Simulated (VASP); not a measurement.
# Cu2P3: single point with PBE

The system is Cu2P3.

```xyz
5
Lattice="1.6961 0.9792 7.8623 -1.6961 0.9792 7.8623 0.0000 -1.9585 7.8623" Properties=species:S:1:pos:R:3 pbc="T T T"
Cu    0.0000    0.0000    9.4348
Cu    0.0000    0.0000   14.1522
P     0.0000    0.0000    0.0000
P     0.0000    0.0000    4.9415
P     0.0000    0.0000   18.6455
```

| Quantity | Value |
| --- | --- |
| Program | VASP 6.6.1 |
| Task | single point |
| Functional | PBE |
| Potentials or basis | VASP PAW PBE potentials, release 64 (Cu, P) |
| Cutoff | 520 eV |
| k mesh | 6 × 6 × 6 |
| Occupations | gaussian, width 0.1 eV |
| Spin | no spin polarisation |

| Item | Value |
| --- | --- |
| Pressure | -6.6 GPa |
| Largest force | 0.930 eV/Å |
| Band gap on the k mesh | zero (an odd number of electrons rules out a gap without spin polarisation) |

Forces on the atoms (eV/Å):
```
Cu   0.000  0.000 -0.106
Cu   0.000  0.000  0.106
P    0.000  0.000  0.000
P    0.000  0.000 -0.930
P    0.000  0.000  0.930
```

Stress tensor (GPa, compression positive):
```
-5.60  0.00  0.00
 0.00 -5.60  0.00
 0.00  0.00 -8.70
```

Levels at points of the mesh, in eV from the Fermi level:
```
           k point  band 17  band 18  band 19  band 20  band 21  band 22
(0.00, 0.00, 0.00)     1.27     1.69     1.69     2.84     2.84     3.06
(0.50, 0.00, 0.00)    -0.60    -0.56    -0.43    -0.02     0.93     2.76
(0.50, 0.50, 0.00)    -1.87    -1.40    -0.78     1.25     1.26     2.21
(0.50, 0.50, 0.50)     1.11     1.66     2.16     2.16     2.45     2.45
```

It took 9.1 min on 1 thread of AMD EPYC 7R13, with other jobs on the host, peak memory 0.44 GiB.

Caveat: the cell stands under tension; an odd number of electrons without spin polarisation forces a metal; a magnetic or distorted state may lie lower.
